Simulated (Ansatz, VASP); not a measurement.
PbF2: VASP beside Ansatz

```xyz
3
Lattice="0.0000 3.0003 3.0003 3.0003 0.0000 3.0003 3.0003 3.0003 0.0000" Properties=species:S:1:pos:R:3 pbc="T T T"
Pb    0.0000    0.0000    0.0000
F     1.5002    1.5002    1.5002
F     4.5005    4.5005    4.5005
```

Alike in both runs: task single point; functional PBE; k mesh 6 × 6 × 6; no spin polarisation.

|  | VASP | Ansatz |
| --- | --- | --- |
| version | VASP 6.6.1 | Ansatz 0.2.0 |
| potentials or method | VASP PAW PBE potentials, release 64 (Pb_d, F) | plane waves, PAW |
| plane-wave cutoff (eV) | 520 | 420 |
| occupations | gaussian, width 0.01 eV | fixed |
| valence electrons in the cell | 28 | 28 |

|  | VASP | Ansatz | Ansatz less VASP |
| --- | --- | --- | --- |
| gap on the k mesh at the Fermi level (eV) | 4.43 | 4.43 | +0.006 |
| pressure (GPa) | -0.2 | 0.0 | +0.21 |

Spin-orbit coupling is off throughout.
